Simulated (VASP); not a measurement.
# MoS2 in VASP: a series of runs

Runs on MoS2. Level: PBEsol. Tasks: single point.

Everything below comes from runs of VASP 6.6.1. Logs are shortened: lines on timing, memory, paths and dates and some standing lists are left out, and cuts for length are marked.

## Step 1: The cell of the first run

The cell holds a slab with vacuum, 3 atoms: a = 3.184 Å, b = 3.184 Å, c = 17.335 Å, α = 90.00°, β = 90.00°, γ = 120.00°.

## Step 2: Single point, PBEsol, collinear spin, ferromagnetic start

INCAR reads:

```
PREC = Accurate
ENCUT = 520
EDIFF = 1E-6
ISMEAR = 0
SIGMA = 0.1
LREAL = F
LASPH = T
NELM = 150
ALGO = Normal
ISIF = 2
LWAVE = F
LCHARG = F
ISPIN = 2
MAGMOM = 1 0 0
LORBIT = 11
LMAXMIX = 4
GGA = PS
NBANDS = 24
```

KPOINTS reads:

```
regular mesh
0
Gamma
  6 6 1
```

POSCAR reads:

```
MoS2
1.0
    3.1841260822      0.0000000000      0.0000000000
   -1.5920630411      2.7575340760      0.0000000000
    0.0000000000      0.0000000000     17.3345999500
Mo S
1 2
Direct
    0.0000000000      0.0000000000      0.0000000000
    0.3333333300      0.6666666700      0.0894929800
    0.3333333300      0.6666666700      0.9105070200
```

Potentials or basis: VASP PAW PBE potentials, release 64 (Mo_sv, S).

The run is started by

```console
$ cat potpaw_PBE.64/Mo_sv/POTCAR potpaw_PBE.64/S/POTCAR > POTCAR
$ mpirun -np 1 vasp_std > vasp.out
```

OUTCAR:

```text
PREC = Accurate
   ENCUT = 520
   EDIFF = 1E-6
   ISMEAR = 0
   LREAL = F
   LASPH = T
   NELM = 150
   ISIF = 2
   ISPIN = 2
   LORBIT = 11
   GGA = PS

 ion  position               nearest neighbor table
   1  0.000  0.000  0.000-   2 2.41   3 2.41   2 2.41   3 2.41   2 2.41   3 2.41
   2  0.333  0.667  0.089-   1 2.41   1 2.41   1 2.41
   3  0.333  0.667  0.911-   1 2.41   1 2.41   1 2.41

  LATTYP: Found a hexagonal cell.
 ALAT       =     3.1841260822
 C/A-ratio  =     5.4440683260

  Lattice vectors:

 A1 = (   3.1841260822,   0.0000000000,   0.0000000000)
 A2 = (  -1.5920630411,   2.7575340760,   0.0000000000)
 A3 = (   0.0000000000,   0.0000000000,  17.3345999500)

Analysis of symmetry for initial positions (statically):
=====================================================================
 Subroutine PRICEL returns:
 Original cell was already a primitive cell.

 Routine SETGRP: Setting up the symmetry group for a
 hexagonal supercell.

 Subroutine GETGRP returns: Found 12 space group operations
 (whereof 12 operations were pure point group operations)
 out of a pool of 24 trial point group operations.

The static configuration has the point symmetry D_3h.

Analysis of symmetry for dynamics (positions and initial velocities):
=====================================================================
 Subroutine PRICEL returns:
 Original cell was already a primitive cell.

 Routine SETGRP: Setting up the symmetry group for a
 hexagonal supercell.

 Subroutine GETGRP returns: Found 12 space group operations
 (whereof 12 operations were pure point group operations)
 out of a pool of 24 trial point group operations.

The dynamic configuration has the point symmetry D_3h.

Analysis of structural, dynamic, and magnetic symmetry:
=====================================================================
 Subroutine PRICEL returns:
 Original cell was already a primitive cell.

 Routine SETGRP: Setting up the symmetry group for a
 hexagonal supercell.

 Subroutine GETGRP returns: Found 12 space group operations
 (whereof 12 operations were pure point group operations)
 out of a pool of 24 trial point group operations.

The overall configuration has the point symmetry D_3h.

 Subroutine INISYM returns: Found 12 space group operations
 (whereof 12 operations are pure point group operations),
 and found     1 'primitive' translations

----------------------------------------------------------------------------------------

                                     Primitive cell

  volume of cell :     152.2036

  direct lattice vectors                    reciprocal lattice vectors
     3.184126082  0.000000000  0.000000000     0.314057915  0.181321422  0.000000000
    -1.592063041  2.757534076  0.000000000     0.000000000  0.362642844  0.000000000
     0.000000000  0.000000000 17.334599950     0.000000000  0.000000000  0.057688092

  length of vectors
     3.184126082  3.184126082 17.334599950     0.362642844  0.362642844  0.057688092

  position of ions in fractional coordinates (direct lattice)
     0.000000000  0.000000000  0.000000000
     0.333333330  0.666666670  0.089492980
     0.333333330  0.666666670  0.910507020

  ion indices of the primitive-cell ions
   primitive index   ion index
                 1           1
                 2           2
                 3           3

----------------------------------------------------------------------------------------

 KPOINTS: regular mesh

Automatic generation of k-mesh.
 Grid dimensions read from file:
 generate k-points for:    6    6    1

 Generating k-lattice:

  Cartesian coordinates                     Fractional coordinates (reciprocal lattice)
     0.052342986  0.030220237  0.000000000     0.166666667 -0.000000000  0.000000000
     0.000000000  0.060440474  0.000000000     0.000000000  0.166666667  0.000000000
     0.000000000  0.000000000  0.057688092     0.000000000  0.000000000  1.000000000

  Length of vectors
     0.060440474  0.060440474  0.057688092

  Shift w.r.t. Gamma in fractional coordinates (k-lattice)
     0.000000000  0.000000000  0.000000000

 Subroutine IBZKPT returns following result:
 ===========================================

 Found      7 irreducible k-points:

 Following reciprocal coordinates:
            Coordinates               Weight
  0.000000  0.000000  0.000000      1.000000
  0.166667  0.000000  0.000000      6.000000
  0.333333  0.000000  0.000000      6.000000
  0.500000  0.000000  0.000000      3.000000
  0.166667  0.166667  0.000000      6.000000
  0.333333  0.166667  0.000000     12.000000
  0.333333  0.333333  0.000000      2.000000
   k-points           NKPTS =      7   k-points in BZ     NKDIM =      7   number of bands    NBANDS=     24
   number of dos      NEDOS =    301   number of ions     NIONS =      3
   total plane-waves  NPLWV =  80640
   dimension x,y,z NGX =    24 NGY =   24 NGZ =  140
   dimension x,y,z NGXF=    48 NGYF=   48 NGZF=  280
   ions per type =               1   2
   NGX,Y,Z   is equivalent  to a cutoff of  12.53, 12.53, 13.43 a.u.
   NGXF,Y,Z  is equivalent  to a cutoff of  25.06, 25.06, 26.85 a.u.
 SYSTEM =  unknown system
   PREC   = accura    normal or accurate (medium, high low for compatibility)
   ISTART =      0    job   : 0-new  1-cont  2-samecut
   ICHARG =      2    charge: 1-file 2-atom 10-const
   ISPIN  =      2    spin polarized calculation?
   LNONCOLLINEAR =      F non collinear calculations
   LSORBIT =      F    spin-orbit coupling
   LASPH  =      T    aspherical Exc in radial PAW
   ENCUT  =  520.0 eV  38.22 Ry    6.18 a.u.   5.92  5.92 32.23*2*pi/ulx,y,z
   NELM   =    150;   NELMIN=  2; NELMDL= -5     # of ELM steps
   EDIFF  = 0.1E-05   stopping-criterion for ELM
   LREAL  =      F    real-space projection
   EDIFFG = 0.1E-04   stopping-criterion for IOM
   NSW    =      0    number of steps for IOM
   IBRION =     -1    ionic relax: 0-MD 1-quasi-New 2-CG
   NFREE  =      0    steps in history (QN), initial steepest desc. (CG)
   ISIF   =      2    stress and relaxation
   ISYM   =      2    0-nonsym 1-usesym 2-fastsym
   POTIM  = 0.5000    time-step for ionic-motion
   TEBEG  =    0.0;   TEEND  =   0.0 temperature during run
   PSTRESS=    0.0 pullay stress
   NELECT =      26.0000    total number of electrons
   NUPDOWN=      -1.0000    fix difference up-down
   EMIN   =  10.00;   EMAX   =-10.00  energy-range for DOS
   EFERMI =   0.00;   METHOD = LEGACY
   ISMEAR =     0;   SIGMA  =   0.10  broadening in eV -4-tet -1-fermi 0-gaus
   EFERMI_NEDOS =   21; number of points for ismear=-14 and -15
   IALGO  =     38    algorithm
   IMIX   =      4    mixing-type and parameters
     AMIX     =   0.40;   BMIX     =  1.00
     AMIX_MAG =   1.60;   BMIX_MAG =  1.00
  volume/ion in A,a.u.               =      50.73       342.37
  Fermi-wavevector in a.u.,A,eV,Ry     =   0.908359  1.716550 11.226391  0.825116
  Thomas-Fermi vector in A             =   2.032276
   LORBIT       =     11    0 simple, 1 ext, 2 COOP (PROOUT), +10 PAW based schemes
   GGA     = PS    functional components
   LHFCALC =     F    Hartree Fock is set to
   AEXX    =    0.0000 exact exchange contribution
   IVDW    =     0    specifies the selected vdW correction
   LEPSILON=     F    determine dielectric tensor
   LRPA    =     F    only Hartree local field effects (RPA)
 spin polarized calculation
 Gauss-broadening in eV      SIGMA  =   0.10
  energy-cutoff  :      520.00
  volume of cell :      152.20
 maximum number of plane-waves:      4113
 NGX is ok and might be reduce to    24
   NGX = 11   NGY = 11   NGZ = 65

 number of electron      25.9999999 magnetization       0.0001772

 number of electron      25.9999999 magnetization      -0.0000284

 Free energy of the ion-electron system (eV)
  ---------------------------------------------------
  ext. energy  EPLUGINS =         0.00000000
  ---------------------------------------------------
  free energy    TOTEN  =       -23.40564299 eV

  energy without entropy =      -23.40564299  energy(sigma->0) =      -23.40564299

 E-fermi :  -1.0017     XC(G=0):  -4.4072

 val. band max:       -1.4477597511   @ k =   0.0000   0.0000   0.0000
 cond. band min:       0.1470466699   @ k =   0.3333   0.3333   0.0000
 fundamental gap:      1.5948064210
 Fermi energy:        -1.0017127747

 spin component 1

 k-point     1 :       0.0000    0.0000    0.0000
  band No.  band energies     occupation
      1     -62.2418      1.00000
      2     -36.4233      1.00000
      3     -36.2094      1.00000
      4     -36.2094      1.00000
      5     -15.5787      1.00000
      6     -14.2233      1.00000
[... 16 lines left out ...]
     23       7.4875      0.00000
     24       8.2759      0.00000

 k-point     2 :       0.1667    0.0000    0.0000
  band No.  band energies     occupation
      1     -62.2323      1.00000
      2     -36.4044      1.00000
      3     -36.3056      1.00000
      4     -36.2313      1.00000
      5     -15.1805      1.00000
      6     -14.0642      1.00000
[... 16 lines left out ...]
     23       8.2484      0.00000
     24       8.6010      0.00000

 k-point     3 :       0.3333    0.0000    0.0000
  band No.  band energies     occupation
      1     -62.2134      1.00000
      2     -36.4936      1.00000
      3     -36.3664      1.00000
      4     -36.2748      1.00000
      5     -14.2564      1.00000
      6     -13.7017      1.00000
[... 16 lines left out ...]
     23       8.2484      0.00000
     24       8.6458      0.00000
[... 55 lines left out ...]
 k-point     6 :       0.3333    0.1667    0.0000
  band No.  band energies     occupation
      1     -62.2039      1.00000
      2     -36.5387      1.00000
      3     -36.3474      1.00000
      4     -36.3452      1.00000
      5     -13.7088      1.00000
      6     -13.4728      1.00000
[... 16 lines left out ...]
     23       8.6644      0.00000
     24       9.2238      0.00000

 k-point     7 :       0.3333    0.3333    0.0000
  band No.  band energies     occupation
      1     -62.1991      1.00000
      2     -36.4936      1.00000
      3     -36.4490      1.00000
      4     -36.3378      1.00000
      5     -13.4180      1.00000
      6     -13.3303      1.00000
[... 16 lines left out ...]
     23      10.1441      0.00000
     24      10.2210      0.00000
 Fermi energy:        -1.0017127747

 spin component 2

 k-point     1 :       0.0000    0.0000    0.0000
  band No.  band energies     occupation
      1     -62.2418      1.00000
      2     -36.4233      1.00000
      3     -36.2094      1.00000
      4     -36.2094      1.00000
      5     -15.5787      1.00000
      6     -14.2233      1.00000
[... 16 lines left out ...]
     23       7.4875      0.00000
     24       8.2684      0.00000

 k-point     2 :       0.1667    0.0000    0.0000
  band No.  band energies     occupation
      1     -62.2323      1.00000
      2     -36.4044      1.00000
      3     -36.3056      1.00000
      4     -36.2313      1.00000
      5     -15.1805      1.00000
      6     -14.0642      1.00000
[... 16 lines left out ...]
     23       8.2467      0.00000
     24       8.6003      0.00000

 k-point     3 :       0.3333    0.0000    0.0000
  band No.  band energies     occupation
      1     -62.2134      1.00000
      2     -36.4936      1.00000
      3     -36.3664      1.00000
      4     -36.2748      1.00000
      5     -14.2564      1.00000
      6     -13.7017      1.00000
[... 16 lines left out ...]
     23       8.2418      0.00000
     24       8.6304      0.00000
[... 55 lines left out ...]
 k-point     6 :       0.3333    0.1667    0.0000
  band No.  band energies     occupation
      1     -62.2039      1.00000
      2     -36.5387      1.00000
      3     -36.3474      1.00000
      4     -36.3452      1.00000
      5     -13.7088      1.00000
      6     -13.4728      1.00000
[... 16 lines left out ...]
     23       8.6495      0.00000
     24       9.2230      0.00000

 k-point     7 :       0.3333    0.3333    0.0000
  band No.  band energies     occupation
      1     -62.1991      1.00000
      2     -36.4936      1.00000
      3     -36.4490      1.00000
      4     -36.3378      1.00000
      5     -13.4180      1.00000
      6     -13.3303      1.00000
[... 16 lines left out ...]
     23      10.1441      0.00000
     24      10.2174      0.00000

------------------------ aborting loop because EDIFF is reached ----------------------------------------

  FORCE on cell =-STRESS in cart. coord.  units (eV):
  Direction    XX          YY          ZZ          XY          YZ          ZX
  --------------------------------------------------------------------------------------
  -------------------------------------------------------------------------------------
  Total       -1.4151843     -1.4151843     -0.4604453      0.0000000     -0.0000000     -0.0000000
  in kB      -14.8969934    -14.8969934     -4.8468953      0.0000000     -0.0000000     -0.0000000
  external PRESSURE =     -11.5469607 kB  Pullay stress =       0.0000000 kB

 VOLUME and BASIS-vectors are now :
 -----------------------------------------------------------------------------
  energy-cutoff  :      520.00
  volume of cell :      152.20
      direct lattice vectors                 reciprocal lattice vectors
     3.184126082  0.000000000  0.000000000     0.314057915  0.181321422  0.000000000
    -1.592063041  2.757534076  0.000000000     0.000000000  0.362642844  0.000000000
     0.000000000  0.000000000 17.334599950     0.000000000  0.000000000  0.057688092

 POSITION                                       TOTAL-FORCE (eV/Angst)
 -----------------------------------------------------------------------------------
      0.00000      0.00000      0.00000         0.000000     -0.000000      0.000000
     -0.00000      1.83836      1.55133        -0.000000      0.000000     -0.140929
     -0.00000      1.83836     15.78327        -0.000000     -0.000000      0.140929
 -----------------------------------------------------------------------------------
    total drift:                                0.000016     -0.000009     -0.000000

  FREE ENERGIE OF THE ION-ELECTRON SYSTEM (eV)
  ---------------------------------------------------
  free  energy   TOTEN  =       -23.4056429926 eV

  energy  without entropy=      -23.4056429926  energy(sigma->0) =      -23.40564299

 total charge

# of ion       s       p       d       tot
------------------------------------------
    1        2.294   6.220   3.954  12.468
    2        1.356   2.322   0.000   3.678
    3        1.356   2.322   0.000   3.678
--------------------------------------------------
tot          5.006  10.864   3.954  19.824

 magnetization (x)

# of ion       s       p       d       tot
------------------------------------------
    1        0.000   0.000   0.000   0.000
    2        0.000   0.000   0.000   0.000
    3        0.000   0.000   0.000   0.000
--------------------------------------------------
tot          0.000   0.000   0.000   0.000
```

It took 37 s on 1 thread of Intel Xeon 6975P-C (Granite Rapids), shared host; peak memory 0.33 GiB.

Results:

```
Free energy                                           : -23.4056 eV
Largest force                                         : 0.141 eV/Å
Band gap on the k mesh                                : 1.59 eV, indirect (least direct gap 1.66 eV)
Net moment                                            : 0.00 μB per cell
Valence electrons inside the program's atomic spheres : Mo 12.47; S 3.68
```

Forces in eV/Å, atoms in the order of the input:
```
Mo   0.000  0.000  0.000
S    0.000  0.000 -0.141
S    0.000  0.000  0.141
```

Caveat: the PAW data sets were made with another functional, which shifts forces and pressure a little.

## Step 3: Single point, PBEsol

This run uses another cell than the first one, of 49.39 Å³/atom, 0.974 times its volume.

INCAR reads:

```
SYSTEM = MoS2
PREC = Accurate
ENCUT = 520
EDIFF = 1E-6
ISMEAR = 0
SIGMA = 0.02
LREAL = .False.
LASPH = .True.
NELM = 100
ALGO = Normal
ISIF = 2
LWAVE = .False.
LCHARG = .True.
GGA = PS
LELF = .True.
LVHAR = .True.
NBANDS = 20
```

KPOINTS reads:

```
Automatic mesh
0
Gamma
  12 12 2
  0 0 0
```

POSCAR reads:

```
MoS2
1.0
    3.1415002725      0.0000000000      0.0000000000
   -1.5707501363      2.7206190420      0.0000000000
    0.0000000000      0.0000000000     17.3373047754
Mo S
1 2
Direct
    0.0000000000      0.0000000000      0.0000000000
    0.3333333333      0.6666666667      0.0898690551
    0.3333333333      0.6666666667      0.9101309449
```

Potentials or basis: VASP PAW PBE potentials, release 64 (Mo_sv, S).

The run is started by

```console
$ cat potpaw_PBE.64/Mo_sv/POTCAR potpaw_PBE.64/S/POTCAR > POTCAR
$ mpirun -np 1 vasp_std > vasp.out
```

It took 1.8 min on 1 thread of Intel Xeon Platinum 8559C (Emerald Rapids), shared host; peak memory 0.31 GiB.

Results (log left out):

```
Free energy            : -23.4251 eV
Band gap on the k mesh : 1.81 eV, direct
```

Levels at points of the mesh, in eV from the valence-band top:
```
           k point  band 9  band 10  band 11  band 12  band 13  band 14  band 15  band 16  band 17  band 18
(0.00, 0.00, 0.00)   -2.62    -1.85    -1.46    -1.46    -0.08     2.90     2.90     3.17     3.17     5.46
(0.50, 0.00, 0.00)   -4.17    -3.20    -1.93    -0.88    -0.66     2.41     2.92     3.97     4.49     6.21
(0.00, 0.00, 0.50)   -2.62    -1.85    -1.46    -1.46    -0.08     2.90     2.90     3.17     3.17     5.57
(0.50, 0.00, 0.50)   -4.17    -3.20    -1.93    -0.88    -0.66     2.41     2.92     3.97     4.49     6.21
```

Caveat: the PAW data sets were made with another functional, which shifts forces and pressure a little.
